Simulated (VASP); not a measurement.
Input of a VASP 6.6.1 run:

The input INCAR:

```
PREC = Accurate ; ENCUT = 520
EDIFF = 1E-7 ; ISMEAR = 0
SIGMA = 0.15 ; LREAL = F
LASPH = T ; NELM = 100
ALGO = Normal ; ISIF = 2
LWAVE = F ; LCHARG = T
GGA = PS ; LELF = T
LVHAR = T ; NBANDS = 12
```

File KPOINTS:

```
regular mesh
0
Gamma
  28 28 28
```

POSCAR

```
Ta
1.0
   -1.6402597622      1.6402597622      1.6402597622
    1.6402597622     -1.6402597622      1.6402597622
    1.6402597622      1.6402597622     -1.6402597622
Ta
1
Direct
    0.0000000000      0.0000000000      0.0000000000
```

Potentials or basis: VASP PAW PBE potentials, release 64 (Ta_pv).

Run with:

```bash
$ cat potpaw_PBE.64/Ta_pv/POTCAR > POTCAR
$ mpirun -np 1 vasp_std > vasp.out
```

(1) Estimate the pressure.

(2) Estimate the band gap on the k mesh.

Results:

(1) 0.4 GPa.

(2) zero (an odd number of electrons rules out a gap without spin polarisation).

Caveat: the PAW data sets were made with another functional, which shifts forces and pressure a little; spin-orbit coupling is left out, which moves the levels of the heavy elements.
